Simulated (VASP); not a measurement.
# La16HO24 (a cell with a defect) in VASP: notebook

Runs on La16HO24 (a cell with a defect). Level: PBE. Tasks: single point.

All numbers are computed with VASP 6.6.1; they aren't measurements. Logs are shortened: lines on timing, memory, paths and dates and some standing lists are left out, and cuts for length are marked.

## (1) The cell of the first run

The cell holds a defect, 41 atoms: a = 7.881 Å, b = 7.881 Å, c = 12.376 Å, α = 90.00°, β = 90.00°, γ = 120.00°.

## (2) Single point, PBE

Input file INCAR:

```
SYSTEM = La16HO24
PREC = Accurate
ENCUT = 520
EDIFF = 1E-6
ISMEAR = -1
SIGMA = 0.01
LREAL = Auto
LASPH = .TRUE.
NELM = 100
ALGO = Normal
ISIF = 2
LWAVE = .FALSE.
LCHARG = .FALSE.
GGA = PE
NBANDS = 186
NELECT = 322.0
```

Input file KPOINTS:

```
Automatic mesh
0
Gamma
  1 1 1
  0.25 0.25 0.25
```

Input file POSCAR:

```
La16HO24
1.0
    7.8811453692     -0.0000000560      0.0000000000
   -3.9405726361      6.8252721287      0.0000000000
    0.0000000000      0.0000000000     12.3757188400
La O H
16 24 1
Direct
    0.3255016124      0.1611806812      0.3718953075
    0.1613485824      0.3248574383      0.1282436741
    0.3376052590      0.1664831128      0.8753762045
    0.1667779873      0.3372791696      0.6247635351
    0.3328959809      0.6664110387      0.3812810554
    0.1595404025      0.8396287782      0.1282121749
    0.3345430600      0.6648352213      0.8814279092
    0.1661334160      0.8331145500      0.6246304484
    0.8403669148      0.1593985714      0.3719231072
    0.6666028748      0.3326630546      0.1188603187
    0.8334775687      0.1658039694      0.8754128210
    0.6650057633      0.3341308712      0.6186130379
    0.8383205958      0.6742303285      0.3718932657
    0.6742647740      0.8380198575      0.1283436851
    0.8329537026      0.6617256186      0.8753641314
    0.6619835204      0.8325116101      0.6247365309
    0.3483700917      0.1740130399      0.1756300182
    0.1745243138      0.3480746405      0.3245932256
    0.0003638601     -0.0007497371      0.0028570904
    0.3336191345      0.1654137240      0.6762847689
    0.1657918988      0.3333692549      0.8237336601
   -0.0009088793     -0.0002800391      0.4971774494
    0.3338018961      0.6653687164      0.1687424462
    0.1726524734      0.8266253403      0.3240904621
   -0.0064008055      0.4955076584     -0.0060995928
    0.3333437332      0.6657800688      0.6816166355
    0.1653414888      0.8340096788      0.8237583361
    0.0062075148      0.5037155248      0.5062433556
    0.8269197429      0.1723245777      0.1759740664
    0.6658859707      0.3335591275      0.3315023678
    0.5040007784      0.0056125301     -0.0060855620
    0.8342399330      0.1649338017      0.6762663652
    0.6662133037      0.3330334439      0.8185512466
    0.4952262756     -0.0069928607      0.5063658489
    0.8250579441      0.6509829019      0.1755211274
    0.6512528449      0.8249820437      0.3246258645
    0.5032152838      0.4954582419     -0.0072780144
    0.8336582820      0.6654769423      0.6763021215
    0.6660069660      0.8334844898      0.8238072675
    0.4960946911      0.5030673387      0.5073235518
   -0.0003039677     -0.0004528533      0.2501043569
```

Potentials or basis: VASP PAW PBE potentials, release 64 (La, O, H).

The run is started by

```sh
$ cat potpaw_PBE.64/La/POTCAR potpaw_PBE.64/O/POTCAR potpaw_PBE.64/H/POTCAR > POTCAR
$ mpirun -np 1 vasp_std > vasp.out
```

OUTCAR:

```text
SYSTEM = La16HO24
   PREC = Accurate
   ENCUT = 520
   EDIFF = 1E-6
   ISMEAR = -1
   LREAL = Auto
   LASPH = .TRUE.
   NELM = 100
   ISIF = 2
   GGA = PE
   NELECT = 322.0

 ion  position               nearest neighbor table
   1  0.326  0.161  0.372-  24 2.36  30 2.38  18 2.38  17 2.43  22 2.71
   2  0.161  0.325  0.128-  29 2.36  23 2.38  17 2.38  18 2.44  19 2.71
   3  0.338  0.166  0.875-  33 2.35  27 2.36  21 2.40  20 2.46  31 2.67  37 2.67  19 2.79
   4  0.167  0.337  0.625-  26 2.35  32 2.36  20 2.40  21 2.46  28 2.67  40 2.68  22 2.79
   5  0.333  0.666  0.381-  18 2.28  36 2.28  24 2.30  23 2.63  28 2.71  34 2.71  40 2.72
   6  0.160  0.840  0.128-  17 2.36  35 2.36  24 2.43  23 2.43  19 2.67
   7  0.335  0.665  0.881-  39 2.37  21 2.37  27 2.42  26 2.47  37 2.69  31 2.71  25 2.71
   8  0.166  0.833  0.625-  20 2.36  38 2.36  26 2.39  27 2.46  34 2.68  28 2.68  22 2.77
   9  0.840  0.159  0.372-  18 2.36  36 2.36  30 2.43  29 2.43  22 2.67
  10  0.667  0.333  0.119-  17 2.28  35 2.28  29 2.30  30 2.63  25 2.72  31 2.72  37 2.72
  11  0.833  0.166  0.875-  39 2.36  21 2.36  33 2.39  32 2.46  31 2.68  25 2.69  19 2.77
  12  0.665  0.334  0.619-  38 2.37  20 2.37  32 2.42  33 2.47  40 2.69  34 2.71  28 2.71
  13  0.838  0.674  0.372-  24 2.36  30 2.38  36 2.38  35 2.44  22 2.71
  14  0.674  0.838  0.128-  29 2.36  23 2.38  35 2.38  36 2.43  19 2.71
  15  0.833  0.662  0.875-  33 2.35  27 2.36  39 2.40  38 2.46  25 2.67  37 2.68  19 2.79
  16  0.662  0.833  0.625-  26 2.35  32 2.36  38 2.40  39 2.46  34 2.67  40 2.68  22 2.79
  17  0.348  0.174  0.176-  10 2.28   6 2.36   2 2.38   1 2.43
  18  0.175  0.348  0.325-   5 2.28   9 2.36   1 2.38   2 2.44
  19  0.000  0.999  0.003-   6 2.67   2 2.71  14 2.71  11 2.77   3 2.79  15 2.79
  20  0.334  0.165  0.676-   8 2.36  12 2.37   4 2.40   3 2.46
  21  0.166  0.333  0.824-  11 2.36   7 2.37   3 2.40   4 2.46
  22  0.999  1.000  0.497-   9 2.67  13 2.71   1 2.71   8 2.77  16 2.79   4 2.79
  23  0.334  0.665  0.169-  14 2.38   2 2.38   6 2.43   5 2.63
  24  0.173  0.827  0.324-   5 2.30  13 2.36   1 2.36   6 2.43
  25  0.994  0.496  0.994-  15 2.67  11 2.69   7 2.71  10 2.72
  26  0.333  0.666  0.682-   4 2.35  16 2.35   8 2.39   7 2.47
  27  0.165  0.834  0.824-  15 2.36   3 2.36   7 2.42   8 2.46
  28  0.006  0.504  0.506-   4 2.67   8 2.68  12 2.71   5 2.71
[... 10 lines left out ...]
  39  0.666  0.833  0.824-  11 2.36   7 2.37  15 2.40  16 2.46
  40  0.496  0.503  0.507-   4 2.68  16 2.68  12 2.69   5 2.72
  41  1.000  1.000  0.250-

  LATTYP: Found a hexagonal cell.
 ALAT       =     7.8811453692
 C/A-ratio  =     1.5702944509

  Lattice vectors:

 A1 = (   7.8811453692,  -0.0000000560,   0.0000000000)
 A2 = (  -3.9405726361,   6.8252721287,   0.0000000000)
 A3 = (   0.0000000000,   0.0000000000,  12.3757188400)

Analysis of symmetry for initial positions (statically):
=====================================================================
 Subroutine PRICEL returns:
 Original cell was already a primitive cell.

 Routine SETGRP: Setting up the symmetry group for a
 hexagonal supercell.

 Subroutine GETGRP returns: Found  1 space group operations
 (whereof  1 operations were pure point group operations)
 out of a pool of 24 trial point group operations.

The static configuration has the point symmetry C_1 .

Analysis of symmetry for dynamics (positions and initial velocities):
=====================================================================
 Subroutine PRICEL returns:
 Original cell was already a primitive cell.

 Routine SETGRP: Setting up the symmetry group for a
 hexagonal supercell.

 Subroutine GETGRP returns: Found  1 space group operations
 (whereof  1 operations were pure point group operations)
 out of a pool of 24 trial point group operations.

The dynamic configuration has the point symmetry C_1 .

 Subroutine INISYM returns: Found  1 space group operations
 (whereof  1 operations are pure point group operations),
 and found     1 'primitive' translations

----------------------------------------------------------------------------------------

                                     Primitive cell

  volume of cell :     665.7018

  direct lattice vectors                    reciprocal lattice vectors
     7.881145369 -0.000000056  0.000000000     0.126885111  0.073257152  0.000000000
    -3.940572636  6.825272129  0.000000000     0.000000001  0.146514305  0.000000000
     0.000000000  0.000000000 12.375718840     0.000000000  0.000000000  0.080803387

[... 90 lines left out ...]
----------------------------------------------------------------------------------------

 KPOINTS: Automatic mesh

Automatic generation of k-mesh.
 Grid dimensions read from file:
 generate k-points for:    1    1    1

 Generating k-lattice:

  Cartesian coordinates                     Fractional coordinates (reciprocal lattice)
     0.126885111  0.073257152  0.000000000     1.000000000 -0.000000000  0.000000000
     0.000000001  0.146514305  0.000000000     0.000000000  1.000000000  0.000000000
     0.000000000  0.000000000  0.080803387     0.000000000  0.000000000  1.000000000

  Length of vectors
     0.146514305  0.146514305  0.080803387

  Shift w.r.t. Gamma in fractional coordinates (k-lattice)
     0.250000000  0.250000000  0.250000000

 Subroutine IBZKPT returns following result:
 ===========================================

 Found      6 irreducible k-points:

 Following reciprocal coordinates:
            Coordinates               Weight
  0.250000  0.250000  0.250000      2.000000
 -0.250000  0.500000  0.250000      2.000000
  0.500000  0.250000  0.250000      2.000000
 -0.250000 -0.250000  0.250000      2.000000
  0.250000  0.500000  0.250000      2.000000
  0.500000 -0.250000  0.250000      2.000000
   k-points           NKPTS =      6   k-points in BZ     NKDIM =      6   number of bands    NBANDS=    186
   number of dos      NEDOS =    301   number of ions     NIONS =     41
   total plane-waves  NPLWV = 345600
   dimension x,y,z NGX =    60 NGY =   60 NGZ =   96
   dimension x,y,z NGXF=   120 NGYF=  120 NGZF=  192
   ions per type =              16  24   1
   NGX,Y,Z   is equivalent  to a cutoff of  12.66, 12.66, 12.90 a.u.
   NGXF,Y,Z  is equivalent  to a cutoff of  25.31, 25.31, 25.79 a.u.
 SYSTEM =  La16HO24
   PREC   = accura    normal or accurate (medium, high low for compatibility)
   ISTART =      0    job   : 0-new  1-cont  2-samecut
   ICHARG =      2    charge: 1-file 2-atom 10-const
   ISPIN  =      1    spin polarized calculation?
   LNONCOLLINEAR =      F non collinear calculations
   LSORBIT =      F    spin-orbit coupling
   LASPH  =      T    aspherical Exc in radial PAW
   ENCUT  =  520.0 eV  38.22 Ry    6.18 a.u.  14.65 14.65 23.01*2*pi/ulx,y,z
   NELM   =    100;   NELMIN=  2; NELMDL= -5     # of ELM steps
   EDIFF  = 0.1E-05   stopping-criterion for ELM
   LREAL  =      T    real-space projection
   EDIFFG = 0.1E-04   stopping-criterion for IOM
   NSW    =      0    number of steps for IOM
   IBRION =     -1    ionic relax: 0-MD 1-quasi-New 2-CG
   NFREE  =      0    steps in history (QN), initial steepest desc. (CG)
   ISIF   =      2    stress and relaxation
   ISYM   =      2    0-nonsym 1-usesym 2-fastsym
   POTIM  = 0.5000    time-step for ionic-motion
   TEBEG  =    0.0;   TEEND  =   0.0 temperature during run
   PSTRESS=    0.0 pullay stress
   NELECT =     322.0000    total number of electrons
   NUPDOWN=      -1.0000    fix difference up-down
   EMIN   =  10.00;   EMAX   =-10.00  energy-range for DOS
   EFERMI =   0.00;   METHOD = LEGACY
   ISMEAR =    -1;   SIGMA  =   0.01  broadening in eV -4-tet -1-fermi 0-gaus
   EFERMI_NEDOS =   21; number of points for ismear=-14 and -15
   IALGO  =     38    algorithm
   IMIX   =      4    mixing-type and parameters
     AMIX     =   0.40;   BMIX     =  1.00
     AMIX_MAG =   1.60;   BMIX_MAG =  1.00
  volume/ion in A,a.u.               =      16.24       109.57
  Fermi-wavevector in a.u.,A,eV,Ry     =   1.285090  2.428468 22.469427  1.651456
  Thomas-Fermi vector in A             =   2.417245
   LORBIT       =      0    0 simple, 1 ext, 2 COOP (PROOUT), +10 PAW based schemes
   GGA     = PE    functional components
   LHFCALC =     F    Hartree Fock is set to
   AEXX    =    0.0000 exact exchange contribution
   IVDW    =     0    specifies the selected vdW correction
   LEPSILON=     F    determine dielectric tensor
   LRPA    =     F    only Hartree local field effects (RPA)
 non-spin polarized calculation
  energy-cutoff  :      520.00
  volume of cell :      665.70
 maximum number of plane-waves:     17910
 NGX is ok and might be reduce to    60
   NGX = 29   NGY = 29   NGZ = 47

 number of electron     321.9999960 magnetization

 Free energy of the ion-electron system (eV)
  ---------------------------------------------------
  ext. energy  EPLUGINS =         0.00000000
  ---------------------------------------------------
  free energy    TOTEN  =      -329.57543548 eV

  energy without entropy =     -329.57543548  energy(sigma->0) =     -329.57543548

 E-fermi :   6.9663     XC(G=0): -10.4498

 val. band max:        6.6195115279   @ k =  -0.2500  -0.2500   0.2500
 cond. band min:       9.8250592635   @ k =  -0.2500   0.5000   0.2500
 fundamental gap:      3.2055477356
 Fermi energy:         6.9663309299

 k-point     1 :       0.2500    0.2500    0.2500
  band No.  band energies     occupation
      1     -24.0277      2.00000
      2     -23.9617      2.00000
      3     -23.9525      2.00000
      4     -23.9331      2.00000
      5     -23.9026      2.00000
      6     -23.8951      2.00000
[... 1045 lines left out ...]
    172      10.4521      0.00000
    173      10.4838      0.00000
 [bands above 173 left out]

------------------------ aborting loop because EDIFF is reached ----------------------------------------

  FORCE on cell =-STRESS in cart. coord.  units (eV):
  Direction    XX          YY          ZZ          XY          YZ          ZX
  --------------------------------------------------------------------------------------
  -------------------------------------------------------------------------------------
  Total        9.7732252     11.6496202     10.0557528      1.6481766      0.6190014     -1.1082756
  in kB       23.5217021     28.0377145     24.2016751      3.9667478      1.4897812     -2.6673414
  external PRESSURE =      25.2536972 kB  Pullay stress =       0.0000000 kB

 VOLUME and BASIS-vectors are now :
 -----------------------------------------------------------------------------
  energy-cutoff  :      520.00
  volume of cell :      665.70
      direct lattice vectors                 reciprocal lattice vectors
     7.881145369 -0.000000056  0.000000000     0.126885111  0.073257152  0.000000000
    -3.940572636  6.825272129  0.000000000     0.000000001  0.146514305  0.000000000
     0.000000000  0.000000000 12.375718840     0.000000000  0.000000000  0.080803387

 POSITION                                       TOTAL-FORCE (eV/Angst)
 -----------------------------------------------------------------------------------
      1.93018      1.10010      4.60247        -0.109179      0.059583     -0.013590
     -0.00851      2.21724      1.58711         0.110614     -0.059297      0.011229
      2.00468      1.13629     10.83341        -0.135139      0.071487     -0.015550
     -0.01467      2.30202      7.73190         0.126201     -0.080894      0.013066
     -0.00244      4.54844      4.71863        -0.029994      0.017532     -0.018022
     -2.05126      5.73069      1.58672         0.099443     -0.057302      0.011192
[... 33 lines left out ...]
      1.92742      3.43357      6.27849         0.017306     -0.011192      0.000266
      3.93996      6.82218      3.09522         0.001845     -0.000328     -0.000215
 -----------------------------------------------------------------------------------
    total drift:                               -0.002091     -0.007167      0.004014

  FREE ENERGIE OF THE ION-ELECTRON SYSTEM (eV)
  ---------------------------------------------------
  free  energy   TOTEN  =      -329.5754354768 eV

  energy  without entropy=     -329.5754354768  energy(sigma->0) =     -329.57543548
```

It took 42 min on 1 thread of Intel Xeon Platinum 8375C at 2.90GHz (Ice Lake), shared host; peak memory 1 GiB.

Results:

* Free energy: -329.5754 eV
* Largest force: 0.154 eV/Å

Forces in eV/Å, atoms in the order of the input:
```
La  -0.109  0.060 -0.014
La   0.111 -0.059  0.011
La  -0.135  0.071 -0.016
La   0.126 -0.081  0.013
La  -0.030  0.018 -0.018
La   0.099 -0.057  0.011
La  -0.119  0.066 -0.007
La   0.119 -0.071  0.030
La  -0.110  0.053 -0.013
La   0.040 -0.022  0.019
La  -0.118  0.069 -0.024
La   0.123 -0.069  0.014
La  -0.110  0.056 -0.015
La   0.108 -0.065  0.005
La  -0.132  0.076 -0.016
La   0.134 -0.073  0.014
O   -0.070 -0.019 -0.012
O    0.017 -0.070  0.007
O   -0.005  0.002  0.005
O   -0.133  0.074 -0.001
O    0.126 -0.079  0.004
O    0.010 -0.003 -0.002
O   -0.131  0.075 -0.007
O    0.118 -0.065  0.005
O   -0.015  0.001 -0.003
O   -0.118  0.076  0.000
O    0.123 -0.073  0.015
O    0.014 -0.003  0.001
O   -0.122  0.078 -0.002
O    0.130 -0.074  0.006
O   -0.013  0.012 -0.003
O   -0.122  0.071 -0.012
O    0.120 -0.067 -0.003
O    0.011 -0.011  0.000
O   -0.012  0.070 -0.006
O    0.067  0.023  0.009
O   -0.017  0.010  0.003
O   -0.124  0.082 -0.002
O    0.130 -0.071  0.001
O    0.017 -0.011  0.000
H    0.002  0.000  0.000
```

Caveat: the cell carries a net charge on a neutralising background, which shifts energy and pressure; the cell is charged against a uniform background, so pressure and absolute levels hang on convention; spin-orbit coupling is left out, which moves the levels of the heavy elements.

## (3) Single point, PBE

Input file INCAR:

```
ALGO = Normal
EDIFF = 1E-7
ENCUT = 520
GGA = PE
ISIF = 2
ISMEAR = -1
LASPH = T
LCHARG = F
LREAL = Auto
LWAVE = F
NBANDS = 186
NELECT = 322.0
NELM = 100
PREC = Accurate
SIGMA = 0.01
```

KPOINTS is that of step 2.

Input file POSCAR:

```
La16HO24
1.0
    7.8811453700     -0.0000000600      0.0000000000
   -3.9405726400      6.8252721300      0.0000000000
    0.0000000000      0.0000000000     12.3757188400
La O H
16 24 1
Direct
    0.3382758590      0.1745302116      0.3718906021
    0.1743413052      0.3381838093      0.1280928389
    0.3336447130      0.1626227608      0.8752942634
    0.1626906901      0.3332809805      0.6248164572
    0.3405410868      0.6598480129      0.3717232143
    0.1670339205      0.8331769224      0.1187615653
    0.3337773627      0.6665573825      0.8755015465
    0.1655478693      0.8347305044      0.6186241307
    0.8333354462      0.1669951448      0.3812664950
    0.6597340931      0.3403028220      0.1282562185
    0.8350087370      0.1654960405      0.8814738227
    0.6666486435      0.3335946251      0.6245738254
    0.8259177058      0.6619451622      0.3718842691
    0.6619614908      0.8255781503      0.1281157336
    0.8377700025      0.6668965610      0.8753050603
    0.6667778485      0.8375225319      0.6247895860
    0.3253631121      0.1514971165      0.1755421144
    0.1515903061      0.3254321242      0.3243861069
    0.0036167269     -0.0034442127     -0.0068664004
    0.3343947899      0.1663561604      0.6762683536
    0.1665503089      0.3342181665      0.8238643169
   -0.0030561259      0.0038508386      0.5069045604
    0.3274641776      0.6726906613      0.1754028550
    0.1663763548      0.8338974006      0.3311862640
    0.0042290143      0.5063149187     -0.0063514074
    0.3346354731      0.6656411185      0.6765689583
    0.1664305804      0.8338268511      0.8185355623
   -0.0036482396      0.4937853897      0.5063919289
    0.8337865400      0.1661716187      0.1687908392
    0.6729012759      0.3274748998      0.3246403605
    0.4938046552     -0.0036334374     -0.0063603925
    0.8339060622      0.1662830344      0.6815343371
    0.6658970785      0.3346008985      0.8235500630
    0.5063468130      0.0036362126      0.5064798830
    0.8486912932      0.6746625675      0.1755022238
    0.6749032414      0.8486436802      0.3245207719
    0.5011641407      0.4994098415      0.0027907600
    0.8338915233      0.6659720618      0.6761674952
    0.6661303449      0.8338245562      0.8238647402
    0.4991874819      0.5006484314      0.4972107136
   -0.4999196683     -0.4999726982      0.2500447531
```

Potentials or basis: VASP PAW PBE potentials, release 64 (La, O, H).

The run is started by

```sh
$ cat potpaw_PBE.64/La/POTCAR potpaw_PBE.64/O/POTCAR potpaw_PBE.64/H/POTCAR > POTCAR
$ mpirun -np 1 vasp_std > vasp.out
```

It took 48 min on 1 thread of Intel Xeon Platinum 8375C at 2.90GHz (Ice Lake), shared host; peak memory 1 GiB.

Results (log left out):

```yaml
Free_energy: -329.5764 eV
Largest_force: 0.150 eV/Å
```

Forces in eV/Å, atoms in the order of the input:
```
La  -0.109  0.067 -0.017
La   0.114 -0.063  0.019
La  -0.129  0.067 -0.009
La   0.122 -0.074  0.004
La  -0.093  0.048 -0.014
La   0.032 -0.016  0.020
La  -0.124  0.071 -0.027
La   0.119 -0.068  0.017
La  -0.030  0.018 -0.018
La   0.093 -0.054  0.021
La  -0.122  0.065 -0.022
La   0.125 -0.069  0.027
La  -0.114  0.059 -0.016
La   0.109 -0.063  0.019
La  -0.125  0.073 -0.013
La   0.131 -0.065  0.008
O   -0.009  0.066 -0.006
O    0.058  0.022  0.007
O   -0.020  0.012 -0.003
O   -0.127  0.074 -0.006
O    0.127 -0.074  0.006
O    0.021 -0.013  0.002
O   -0.128  0.078  0.007
O    0.124 -0.072  0.009
O   -0.010  0.007  0.001
O   -0.124  0.069 -0.011
O    0.124 -0.070 -0.001
O    0.007 -0.007  0.000
O   -0.122  0.073 -0.010
O    0.125 -0.078 -0.010
O   -0.008  0.002  0.000
O   -0.120  0.071  0.003
O    0.125 -0.072  0.013
O    0.010  0.001 -0.003
O   -0.061 -0.021 -0.003
O    0.013 -0.065  0.003
O   -0.009  0.002  0.000
O   -0.127  0.071 -0.004
O    0.125 -0.073  0.005
O    0.006 -0.001  0.002
H    0.002  0.001 -0.001
```

Levels at points of the mesh, in eV from the Fermi level:
```
           k point  band 159  band 160  band 161  band 162  band 163  band 164
(0.25, 0.25, 0.25)     -1.25     -1.22     -0.33      2.91      2.97      3.07
```

Caveat: the cell carries a net charge on a neutralising background, which shifts energy and pressure; the cell is charged against a uniform background, so pressure and absolute levels hang on convention; spin-orbit coupling is left out, which moves the levels of the heavy elements.
